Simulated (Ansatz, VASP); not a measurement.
# Hg: VASP beside Ansatz

```
Hg
1.0
    -2.87323    2.87323    2.87323
     2.87323   -2.87323    2.87323
     2.87323    2.87323   -2.87323
Hg
1
Direct
  0.00000 0.00000 0.00000
```

Alike in both runs: task single point; functional RPBE; k mesh 9 × 9 × 9; occupations fermi-dirac, width 0.1 eV; no spin polarisation.

|  | VASP | Ansatz |
| --- | --- | --- |
| version | VASP 6.6.1 | Ansatz 0.2.0 |
| potentials or method | VASP PAW PBE potentials, release 64 (Hg), cutoff 520 eV | plane waves (420 eV) with PAW, scalar-relativistic |
| valence electrons in the cell | 12 | 20 |

|  | VASP | Ansatz | Ansatz less VASP |
| --- | --- | --- | --- |
| pressure (GPa) | 0.0 | 0.0 | +0.03 |

VASP's potentials were made for PBE, not for RPBE. VASP's potentials hold 12 valence electrons a cell and Ansatz's 20, so a difference there can come from the potentials and not from the codes.

Neither program's run includes spin-orbit coupling.
